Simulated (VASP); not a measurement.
A run of VASP 6.6.1 is set up as follows.

INCAR

```
  PREC = Accurate
  ENCUT = 520
  EDIFF = 1E-7
  ISMEAR = 0
  SIGMA = 0.05
  LREAL = False
  LASPH = True
  NELM = 80
  ALGO = Normal
  ISIF = 2
  LWAVE = False
  LCHARG = False
  GGA = PS
  NBANDS = 16
```

The input KPOINTS:

```
Automatic mesh
0
Gamma
  9 9 6
```

The input POSCAR:

```
AlN
1.0
    3.2818000000      0.0000000000      0.0000000000
   -1.6409000000      2.8421221701      0.0000000000
    0.0000000000      0.0000000000      4.3069000000
Al N
2 2
Direct
    0.3333333333      0.6666666667      0.7500000000
    0.6666666667      0.3333333333      0.2500000000
    0.3333333333      0.6666666667      0.2500000000
    0.6666666667      0.3333333333      0.7500000000
```

Potentials or basis: VASP PAW PBE potentials, release 64 (Al, N).

Launch:

```sh
$ cat potpaw_PBE.64/Al/POTCAR potpaw_PBE.64/N/POTCAR > POTCAR
$ mpirun -np 1 vasp_std > vasp.out
```

Q: Predict the band gap on the k mesh.

A: 3.02 eV, direct.

Q: What does it give for the pressure?

A: -4.0 GPa.

Stress tensor (GPa, compression positive):
```
-1.75  0.00  0.00
 0.00 -1.75  0.00
 0.00  0.00 -8.37
```

Caveat: the PAW data sets were made with another functional, which shifts forces and pressure a little.
